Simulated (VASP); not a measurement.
# In2As (Pn-3m) in VASP: single point with PBE

Aim: the single point of In2As with PBE.

Everything below comes from runs of VASP 6.6.1. Logs are shortened: lines on timing, memory, paths and dates and some standing lists are left out, and cuts for length are marked.

### Step 1. The cell of the first run

Symmetry: Pn-3m, No. 224, cubic system. The conventional cell has a = 5.294 Å, b = 5.294 Å, c = 5.294 Å, α = 90.00°, β = 90.00°, γ = 90.00°. Within 3.0 Å of In (site symmetry -3m) lie 2 As at 2.29 Å. As (site symmetry -43m) has 4 In at 2.29 Å within 3.0 Å.

### Step 2. Single point, PBE

Input file INCAR:

```
PREC = Accurate
ENCUT = 520
EDIFF = 1E-6
ISMEAR = 0
SIGMA = 0.1
LREAL = F
LASPH = T
NELM = 80
ALGO = Normal
ISIF = 2
LWAVE = F
LCHARG = F
GGA = PE
NBANDS = 40
```

Input file KPOINTS:

```
regular mesh
0
Gamma
  4 4 4
```

Input file POSCAR:

```
In2As
1.0
    5.2936647500      0.0000000000      0.0000000000
    0.0000000000      5.2936647500      0.0000000000
    0.0000000000      0.0000000000      5.2936647500
In As
4 2
Direct
    0.2500000000      0.2500000000      0.2500000000
    0.2500000000      0.7500000000      0.7500000000
    0.7500000000      0.7500000000      0.2500000000
    0.7500000000      0.2500000000      0.7500000000
    0.0000000000      0.0000000000      0.0000000000
    0.5000000000      0.5000000000      0.5000000000
```

Potentials or basis: VASP PAW PBE potentials, release 64 (In_d, As).

Started as:

```
> cat potpaw_PBE.64/In_d/POTCAR potpaw_PBE.64/As/POTCAR > POTCAR
> mpirun -np 1 vasp_std > vasp.out
```

OUTCAR:

```text
PREC = Accurate
   ENCUT = 520
   EDIFF = 1E-6
   ISMEAR = 0
   LREAL = F
   LASPH = T
   NELM = 80
   ISIF = 2
   GGA = PE

 ion  position               nearest neighbor table
   1  0.250  0.250  0.250-   5 2.29   6 2.29   4 3.74   2 3.74   3 3.74   2 3.74   4 3.74   2 3.74
                             3 3.74   2 3.74   3 3.74   4 3.74   4 3.74   3 3.74
   2  0.250  0.750  0.750-   5 2.29   6 2.29   4 3.74   1 3.74   3 3.74   1 3.74   3 3.74   1 3.74
                             4 3.74   1 3.74   3 3.74   4 3.74   3 3.74   4 3.74
   3  0.750  0.750  0.250-   5 2.29   6 2.29   4 3.74   1 3.74   2 3.74   2 3.74   4 3.74   1 3.74
                             4 3.74   4 3.74   1 3.74   2 3.74   2 3.74   1 3.74
   4  0.750  0.250  0.750-   5 2.29   6 2.29   3 3.74   1 3.74   2 3.74   1 3.74   3 3.74   2 3.74
                             3 3.74   3 3.74   1 3.74   2 3.74   1 3.74   2 3.74
   5  0.000  0.000  0.000-   1 2.29   2 2.29   3 2.29   4 2.29
   6  0.500  0.500  0.500-   1 2.29   2 2.29   3 2.29   4 2.29

  LATTYP: Found a simple cubic cell.
 ALAT       =     5.2936647500

  Lattice vectors:

 A1 = (   5.2936647500,   0.0000000000,   0.0000000000)
 A2 = (   0.0000000000,   5.2936647500,   0.0000000000)
 A3 = (   0.0000000000,   0.0000000000,   5.2936647500)

Analysis of symmetry for initial positions (statically):
=====================================================================
 Subroutine PRICEL returns:
 Original cell was already a primitive cell.

 Routine SETGRP: Setting up the symmetry group for a
 simple cubic supercell.

 Subroutine GETGRP returns: Found 48 space group operations
 (whereof 24 operations were pure point group operations)
 out of a pool of 48 trial point group operations.

The static configuration has the point symmetry T_d .
 The point group associated with its full space group is O_h .

Analysis of symmetry for dynamics (positions and initial velocities):
=====================================================================
 Subroutine PRICEL returns:
 Original cell was already a primitive cell.

 Routine SETGRP: Setting up the symmetry group for a
 simple cubic supercell.

 Subroutine GETGRP returns: Found 48 space group operations
 (whereof 24 operations were pure point group operations)
 out of a pool of 48 trial point group operations.

The dynamic configuration has the point symmetry T_d .
 The point group associated with its full space group is O_h .

 Subroutine INISYM returns: Found 48 space group operations
 (whereof 24 operations are pure point group operations),
 and found     1 'primitive' translations

[... 93 lines left out ...]
   ISIF   =      2    stress and relaxation
   ISYM   =      2    0-nonsym 1-usesym 2-fastsym
   POTIM  = 0.5000    time-step for ionic-motion
   TEBEG  =    0.0;   TEEND  =   0.0 temperature during run
   PSTRESS=    0.0 pullay stress
   NELECT =      62.0000    total number of electrons
   NUPDOWN=      -1.0000    fix difference up-down
   EMIN   =  10.00;   EMAX   =-10.00  energy-range for DOS
   EFERMI =   0.00;   METHOD = LEGACY
   ISMEAR =     0;   SIGMA  =   0.10  broadening in eV -4-tet -1-fermi 0-gaus
   EFERMI_NEDOS =   21; number of points for ismear=-14 and -15
   IALGO  =     38    algorithm
   IMIX   =      4    mixing-type and parameters
     AMIX     =   0.40;   BMIX     =  1.00
     AMIX_MAG =   1.60;   BMIX_MAG =  1.00
  volume/ion in A,a.u.               =      24.72       166.85
  Fermi-wavevector in a.u.,A,eV,Ry     =   1.224002  2.313029 20.384004  1.498182
  Thomas-Fermi vector in A             =   2.359093
   LORBIT       =      0    0 simple, 1 ext, 2 COOP (PROOUT), +10 PAW based schemes
   GGA     = PE    functional components
   LHFCALC =     F    Hartree Fock is set to
   AEXX    =    0.0000 exact exchange contribution
   IVDW    =     0    specifies the selected vdW correction
   LEPSILON=     F    determine dielectric tensor
   LRPA    =     F    only Hartree local field effects (RPA)
 non-spin polarized calculation
 Gauss-broadening in eV      SIGMA  =   0.10
  energy-cutoff  :      520.00
  volume of cell :      148.34
 maximum number of plane-waves:      4032
 NGX is ok and might be reduce to    40
   NGX = 19   NGY = 19   NGZ = 19

 number of electron      62.0000066 magnetization

 Free energy of the ion-electron system (eV)
  ---------------------------------------------------
  ext. energy  EPLUGINS =         0.00000000
  ---------------------------------------------------
  free energy    TOTEN  =       -11.77206180 eV

  energy without entropy =      -11.74708161  energy(sigma->0) =      -11.75957170

 E-fermi :   7.1163     XC(G=0):  -9.9323

 val. band max:        7.1011679579   @ k =   0.5000   0.2500   0.0000
 cond. band min:       7.1983791343   @ k =   0.2500   0.2500   0.2500
 fundamental gap:      0.0972111764
 Fermi energy:         7.1163052825

 k-point     1 :       0.0000    0.0000    0.0000
  band No.  band energies     occupation
      1     -10.0405      2.00000
      2      -8.7631      2.00000
      3      -8.7631      2.00000
      4      -8.7631      2.00000
      5      -8.3332      2.00000
      6      -8.3332      2.00000
[... 419 lines left out ...]
     39      12.3670      0.00000
     40      12.3670      0.00000

------------------------ aborting loop because EDIFF is reached ----------------------------------------

  FORCE on cell =-STRESS in cart. coord.  units (eV):
  Direction    XX          YY          ZZ          XY          YZ          ZX
  --------------------------------------------------------------------------------------
  -------------------------------------------------------------------------------------
  Total       25.3176152     25.3176152     25.3176152     -0.0000000     -0.0000000      0.0000000
  in kB      273.4412784    273.4412784    273.4412784     -0.0000000     -0.0000000      0.0000000
  external PRESSURE =     273.4412784 kB  Pullay stress =       0.0000000 kB

 VOLUME and BASIS-vectors are now :
 -----------------------------------------------------------------------------
  energy-cutoff  :      520.00
  volume of cell :      148.34
      direct lattice vectors                 reciprocal lattice vectors
     5.293664750  0.000000000  0.000000000     0.188905049  0.000000000  0.000000000
     0.000000000  5.293664750  0.000000000     0.000000000  0.188905049  0.000000000
     0.000000000  0.000000000  5.293664750     0.000000000  0.000000000  0.188905049

 POSITION                                       TOTAL-FORCE (eV/Angst)
 -----------------------------------------------------------------------------------
      1.32342      1.32342      1.32342        -0.000000      0.000000      0.000000
      1.32342      3.97025      3.97025         0.000000      0.000000     -0.000000
      3.97025      3.97025      1.32342         0.000000     -0.000000     -0.000000
      3.97025      1.32342      3.97025        -0.000000     -0.000000     -0.000000
      0.00000      0.00000      0.00000         0.000000      0.000000     -0.000000
      2.64683      2.64683      2.64683         0.000000     -0.000000      0.000000
 -----------------------------------------------------------------------------------
    total drift:                                0.000000      0.000000     -0.000000

  FREE ENERGIE OF THE ION-ELECTRON SYSTEM (eV)
  ---------------------------------------------------
  free  energy   TOTEN  =       -11.7720617970 eV

  energy  without entropy=      -11.7470816074  energy(sigma->0) =      -11.75957170
```

stdout:

```text
POSCAR found type information on POSCAR InAs
 POSCAR found :  2 types and       6 ions
 scaLAPACK will be used
 LDA part: xc-table for (Slater+PW92), standard interpolation
 POSCAR, INCAR and KPOINTS ok, starting setup
 FFT: planning ... GRIDC
 FFT: planning ... GRID_SOFT
 FFT: planning ... GRID
 WAVECAR not read
 entering main loop
```

Wall time 58 s (1 thread of Intel Xeon Platinum 8259CL at 2.50GHz (Skylake/Cascade Lake), shared host); peak memory 0.25 GiB.

What came out:

* Free energy: -11.7721 eV
* Pressure: 27.3 GPa
* Band gap on the k mesh: zero (band 31 reaches 7.84 eV, above the bottom of band 32 at 6.52 eV)

Caveat: spin-orbit coupling is left out, which moves the levels of the heavy elements.
